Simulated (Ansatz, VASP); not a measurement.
MgTlBr3 in VASP and in Ansatz

```
Tl Mg Br
1.0
     5.41924    0.00000    0.00000
     0.00000    5.41924    0.00000
     0.00000    0.00000    5.20423
Tl Mg Br
1 1 3
Direct
  0.00000 0.00000 0.00000
  0.50000 0.50000 0.50000
  0.50000 0.50000 0.00000
  0.50000 0.00000 0.50000
  0.00000 0.50000 0.50000
```

Change from the starting cell: epitaxial_xy strain +2.5%.

Alike in both runs: task single point; functional r2SCAN; k mesh 6 × 6 × 6; no spin polarisation.

```csv
,VASP,Ansatz
version,VASP 6.6.1,Ansatz 0.2.0
potentials or method,"VASP PAW PBE potentials, release 64 (Tl_d, Mg, Br)","plane waves, PAW"
plane-wave cutoff (eV),520,500
occupations,"gaussian, width 0.01 eV",fixed
valence electrons in the cell,36,44
```

```csv
,VASP,Ansatz,Ansatz less VASP
gap on the k mesh at the Fermi level (eV),3.47,3.51,+0.040
pressure (GPa),-1.0,-0.9,+0.14
"traceless stress, the component that is largest in VASP (GPa)",0.86,0.88,+0.016
```

VASP's potentials were made for PBE, not for r2SCAN. VASP's potentials hold 36 valence electrons a cell and Ansatz's 44, so a difference there can come from the potentials and not from the codes.

Spin-orbit coupling is off throughout.
